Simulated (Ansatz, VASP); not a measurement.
**LiF in VASP and in Ansatz**

The input INCAR:

```
SYSTEM = LiF
ALGO = Normal ; EDIFF = 1E-6
EDIFFG = -0.01 ; ENCUT = 600
GGA = PE ; IBRION = 2
ISIF = 3 ; ISMEAR = 0
LASPH = .True. ; LCHARG = .False.
LREAL = .False. ; LWAVE = .False.
NELM = 100 ; NSW = 100
PREC = Accurate ; SIGMA = 0.02
```

KPOINTS

```
k-points
0
Gamma
  6 6 6
  0 0 0
```

POSCAR

```
LiF
1.0
   -2.9712422000      2.9712422000      3.8968642000
    2.9712422000     -2.9712422000      3.8968642000
    2.9712422000      2.9712422000     -3.8968642000
Li F
5 5
Direct
    0.1738320000      0.4462190000      0.0000000000
    0.5537810000      0.5537810000      0.7276130000
    0.0000000000      0.0000000000      0.0000000000
    0.8261680000      0.8261680000      0.2723870000
    0.4462190000      0.1738320000      0.0000000000
    0.3311770000      0.3311770000      0.3019620000
    0.9707850000      0.6688230000      0.0000000000
    0.6688230000      0.9707850000      0.0000000000
    0.0292150000      0.0292150000      0.6980380000
    0.5000000000      0.5000000000      0.0000000000
```

Input for Ansatz:

```yaml
crystal:
  lattice:
    - [-2.9712422, 2.9712422, 3.8968642]
    - [2.9712422, -2.9712422, 3.8968642]
    - [2.9712422, 2.9712422, -3.8968642]
  atoms:
    - { symbol: Li, position: [0.173832, 0.446219, 0.0] }
    - { symbol: Li, position: [0.553781, 0.553781, 0.727613] }
    - { symbol: Li, position: [0.0, 0.0, 0.0] }
    - { symbol: Li, position: [0.826168, 0.826168, 0.272387] }
    - { symbol: Li, position: [0.446219, 0.173832, 0.0] }
    - { symbol: F, position: [0.331177, 0.331177, 0.301962] }
    - { symbol: F, position: [0.970785, 0.668823, 0.0] }
    - { symbol: F, position: [0.668823, 0.970785, 0.0] }
    - { symbol: F, position: [0.029215, 0.029215, 0.698038] }
    - { symbol: F, position: [0.5, 0.5, 0.0] }
basis:
  ecutwfc: 420
kpoints:
  mp_grid: { grid: [6, 6, 6] }
hamiltonian:
  xc: pbe
scf:
  occupations: { method: gaussian, width: 0.02 }
output:
  forces: true
  stress: true
  eigenvalues: true
  write_density: true
  write_potential: true
  elf: true
  volumetric_format: npy
relax:
  adjacent_minimum: "off"
  f_tol: 0.01
  max_steps: 80
  cell: { stress_tol: 0.05 }
```

Alike in both runs: task relaxation of cell and atoms; functional PBE; k mesh 6 × 6 × 6; occupations gaussian, width 0.02 eV; no spin polarisation.

|  | VASP | Ansatz |
| --- | --- | --- |
| version | VASP 6.6.1 | Ansatz 0.2.0 |
| potentials or method | VASP PAW PBE potentials, release 64 (Li_sv, F), cutoff 600 eV | scalar-relativistic, plane waves, PAW |
| valence electrons in the cell | 50 | 50 |

Ansatz gave:

| Property | Result |
| --- | --- |
| gap on the k mesh at the Fermi level, each at its own relaxed structure (eV) | 6.71 |
| relaxed volume (Å³/atom) | 13.76 |
| relaxed length of the cell vector where the two differ most in proportion (Å) | 5.731 |

Q: Estimate VASP's values.

A: gap on the k mesh at the Fermi level, each at its own relaxed structure (eV): 6.72; relaxed volume (Å³/atom): 13.66; relaxed length of the cell vector where the two differ most in proportion (Å): 5.716.

Noted on VASP's run: the cutoff is under 1.25 times that of the potentials, so the pressure is a little rough.
